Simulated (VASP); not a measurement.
Input of a VASP 6.6.1 run:

The input INCAR:

```
  PREC = Accurate
  ENCUT = 600
  EDIFF = 1E-6
  ISMEAR = 1
  SIGMA = 0.1
  LREAL = False
  LASPH = True
  NELM = 120
  ALGO = Normal
  ISIF = 2
  LWAVE = False
  LCHARG = False
  GGA = CA
  NBANDS = 45
  GGA_COMPAT = False
```

KPOINTS

```
Automatic mesh
0
Gamma
  2 4 4
```

File POSCAR:

```
Ir3Os
1.0
    7.6961480000      0.0000000000      0.0000000000
    0.0000000000      3.8480740000      0.0000000000
    0.0000000000      0.0000000000      3.8480740000
Os Ir
2 6
Direct
    0.0000000000      0.0000000000      0.0000000000
    0.5000000000      0.0000000000      0.0000000000
    0.0000000000      0.5000000000      0.5000000000
    0.2500000000      0.5000000000      0.0000000000
    0.2500000000      0.0000000000      0.5000000000
    0.5000000000      0.5000000000      0.5000000000
    0.7500000000      0.5000000000      0.0000000000
    0.7500000000      0.0000000000      0.5000000000
```

Potentials or basis: VASP PAW LDA potentials, release 64 (Os, Ir).

The run is started by

```bash
$ cat potpaw_LDA.64/Os/POTCAR potpaw_LDA.64/Ir/POTCAR > POTCAR
$ mpirun -np 1 vasp_std > vasp.out
```

Question: Estimate the pressure.

Answer: -9.6 GPa.

Question: What does it give for the band gap on the k mesh?

Answer: Zero (bands 35 and 36 overlap by 2.63 eV).

Caveat: the k points lie up to 0.41 Å⁻¹ apart, too coarse for converged energies and pressures of a metal; spin-orbit coupling is left out, which moves the levels of the heavy elements.
